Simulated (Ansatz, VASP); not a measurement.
# CaO in VASP and in Ansatz

The input INCAR:

```
ALGO     = Normal         # electronic algorithm
EDIFF    = 1E-6           # SCF threshold, eV
ENCUT    = 520            # plane-wave cutoff, eV
GGA      = PE             # functional
ISIF     = 2              # what is computed and relaxed
ISMEAR   = 0              # smearing method
LASPH    = T              # aspherical terms in the spheres
LCHARG   = F              # write CHGCAR
LREAL    = F              # projectors in reciprocal space
LWAVE    = F              # write WAVECAR
NBANDS   = 15             # bands
NELM     = 100            # most SCF steps
PREC     = Accurate       # precision mode
SIGMA    = 0.02           # smearing width, eV
```

File KPOINTS:

```
k-points
0
Gamma
  8 8 8
```

Contents of POSCAR:

```
CaO
1.0
    0.0000000000      2.4934977995      2.4934977995
    2.4934977995      0.0000000000      2.4934977995
    2.4934977995      2.4934977995      0.0000000000
Ca O
1 1
Direct
    0.0000000000      0.0000000000      0.0000000000
    0.5000000000      0.5000000000      0.5000000000
```

Input for Ansatz:

```yaml
crystal:
  lattice:
    - [0.0, 2.4934977995, 2.4934977995]
    - [2.4934977995, 0.0, 2.4934977995]
    - [2.4934977995, 2.4934977995, 0.0]
  atoms:
    - { symbol: Ca, position: [0.0, 0.0, 0.0] }
    - { symbol: O, position: [0.5, 0.5, 0.5] }
basis:
  ecutwfc: 420
kpoints:
  mp_grid: { grid: [8, 8, 8] }
hamiltonian:
  xc: pbe
scf:
  occupations: { method: gaussian, width: 0.02 }
output:
  forces: true
  stress: true
  eigenvalues: true
```

Alike in both runs: task single point; functional PBE; k mesh 8 × 8 × 8; occupations gaussian, width 0.02 eV; no spin polarisation.

|  | VASP | Ansatz |
| --- | --- | --- |
| version | VASP 6.6.1 | Ansatz 0.2.0 |
| potentials or method | VASP PAW PBE potentials, release 64 (Ca_sv, O), cutoff 520 eV | scalar-relativistic, plane waves, PAW |
| valence electrons in the cell | 16 | 16 |

Ansatz gave:

| Property | Result |
| --- | --- |
| gap on the k mesh at the Fermi level (eV) | 3.65 |
| least direct gap on the mesh (eV) | 3.89 |
| pressure (GPa) | -8.2 |

Question: Which values does VASP return?

Answer: gap on the k mesh at the Fermi level (eV): 3.64; least direct gap on the mesh (eV): 3.87; pressure (GPa): -7.8.

With one functional, cell and mesh, what is left measures potentials, basis and numerics.
